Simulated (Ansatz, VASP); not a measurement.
# Two plane-wave programs on ZnSe

The input INCAR:

```
SYSTEM = ZnSe
ALGO = Normal
EDIFF = 1E-6
ENCUT = 520
GGA = PE
ISIF = 2
ISMEAR = 0
LASPH = .True.
LCHARG = .False.
LREAL = .False.
LWAVE = .False.
NBANDS = 26
NELM = 80
PREC = Accurate
SIGMA = 0.05
```

KPOINTS

```
k-points
0
Gamma
  8 8 6
  0 0 0
```

The input POSCAR:

```
ZnSe
1.0
    0.0000000000     -2.8338000000     -2.8338000000
    0.0000000000      2.8338000000     -2.8338000000
    5.6676000000      0.0000000000      0.0000000000
Zn Se
2 2
Direct
    0.5000000000      0.5000000000      0.5529324582
    0.0000000000      0.0000000000     -0.0529324582
    0.0000000000      0.5000000000      0.2500000000
    0.5000000000      0.0000000000      0.7500000000
```

Input for Ansatz:

```yaml
crystal:
  lattice:
    - [0.0, -2.8338, -2.8338]
    - [0.0, 2.8338, -2.8338]
    - [5.6676, 0.0, 0.0]
  atoms:
    - { symbol: Zn, position: [0.5, 0.5, 0.5529324582] }
    - { symbol: Zn, position: [0.0, 0.0, -0.0529324582] }
    - { symbol: Se, position: [0.0, 0.5, 0.25] }
    - { symbol: Se, position: [0.5, 0.0, 0.75] }
basis:
  ecutwfc: 420
kpoints:
  mp_grid: { grid: [8, 8, 6] }
hamiltonian:
  xc: pbe
scf:
  occupations: { method: gaussian, width: 0.05 }
output:
  forces: true
  stress: true
  eigenvalues: true
```

Change from the starting cell: mode 7 (198.7 1/cm) frozen in, largest displacement -0.300 Å.

Alike in both runs: task single point; functional PBE; k mesh 8 × 8 × 6; occupations gaussian, width 0.05 eV; no spin polarisation.

```csv
,VASP,Ansatz
version,VASP 6.6.1,Ansatz 0.2.0
potentials or method,"VASP PAW PBE potentials, release 64 (Zn, Se), cutoff 520 eV","scalar-relativistic, plane waves, PAW"
valence electrons in the cell,36,56
```

Ansatz gave:

- gap on the k mesh at the Fermi level (eV): 0.70
- least direct gap on the mesh (eV): 0.70
- pressure (GPa): 4.4
- traceless stress, the component that is largest in VASP (GPa): -3.30
- rms of the force components (eV/Å): 1.123

Estimate VASP's values.

gap on the k mesh at the Fermi level (eV): 0.70; least direct gap on the mesh (eV): 0.70; pressure (GPa): 4.7; traceless stress, the component that is largest in VASP (GPa): -3.35; rms of the force components (eV/Å): 1.138.

Atom by atom the forces differ by 0.015 eV/Å (rms over components). VASP's potentials hold 36 valence electrons a cell and Ansatz's 56, so a difference there can come from the potentials and not from the codes.
